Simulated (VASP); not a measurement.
Write the native input for VASP 6.6.1 that does the following.

```yaml
Task: single point
Functional: LDA
Potentials_or_basis: VASP PAW LDA potentials, release 64 (As, Ga_d)
Cutoff: 520 eV
k_mesh: 8 × 8 × 8
Occupations: fermi-dirac, width 0.05 eV
Spin: no spin polarisation
Dipole_correction: no
Further_INCAR_settings: ALGO = Normal; EDIFF = 1e-06; NBANDS = 16
```

The structure of GaAs lies in POSCAR:

```
GaAs
1.0
    0.0000000000      2.8014322737      2.8014322737
    2.8014322737      0.0000000000      2.8014322737
    2.8014322737      2.8014322737      0.0000000000
As Ga
1 1
Direct
    0.7500000000      0.7500000000      0.7500000000
    0.0000000000      0.0000000000      0.0000000000
```

One way to write it, as run:

INCAR

```
  ALGO = Normal
  EDIFF = 1E-6
  ENCUT = 520
  ISIF = 2
  ISMEAR = -1
  LASPH = T
  LCHARG = T
  LELF = T
  LREAL = F
  LVHAR = T
  LWAVE = F
  NBANDS = 16
  NELM = 100
  PREC = Accurate
  SIGMA = 0.05
```

KPOINTS

```
k-points
0
Gamma
  8 8 8
```

Potentials or basis: VASP PAW LDA potentials, release 64 (As, Ga_d).

Run with:

```sh
$ cat potpaw_LDA.64/As/POTCAR potpaw_LDA.64/Ga_d/POTCAR > POTCAR
$ mpirun -np 1 vasp_std > vasp.out
```

Results of the run:

```json
{"Pressure": "0.3 GPa", "Band gap on the k mesh": "0.54 eV, direct"}
```

Run time: 9 s on 1 thread of Intel(R) Xeon(R) 6975P-C (Granite Rapids), on a shared host, peak memory 0.15 GiB.
